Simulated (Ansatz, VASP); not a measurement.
**One calculation of AlN, two programs**

```
Al N
1.0
     0.00000    2.18399    2.18399
     2.18399    0.00000    2.18399
     2.18399    2.18399    0.00000
Al N
1 1
Direct
  0.00000 0.00000 0.00000
  0.25000 0.25000 0.25000
```

Alike in both runs: task single point; functional PBE-based screened hybrid; k mesh 6 × 6 × 6; occupations fermi-dirac, width 0.05 eV; no spin polarisation.

```csv
,VASP,Ansatz
version,VASP 6.6.1,Ansatz 0.2.0
potentials or method,"VASP PAW PBE potentials, release 64 (Al, N)",Ansatz PAW
plane-wave cutoff (eV),520,420
valence electrons in the cell,8,8
```

Ansatz gave:

| Quantity | Value |
| --- | --- |
| gap on the k mesh at the Fermi level (eV) | 5.85 |
| least direct gap on the mesh (eV) | 7.01 |
| pressure (GPa) | -5.3 |

Q: What did VASP give for the same quantities?

A: gap on the k mesh at the Fermi level (eV): 5.86; least direct gap on the mesh (eV): 6.96; pressure (GPa): -5.7.

VASP's potentials were made for PBE, not for PBE-based screened hybrid.
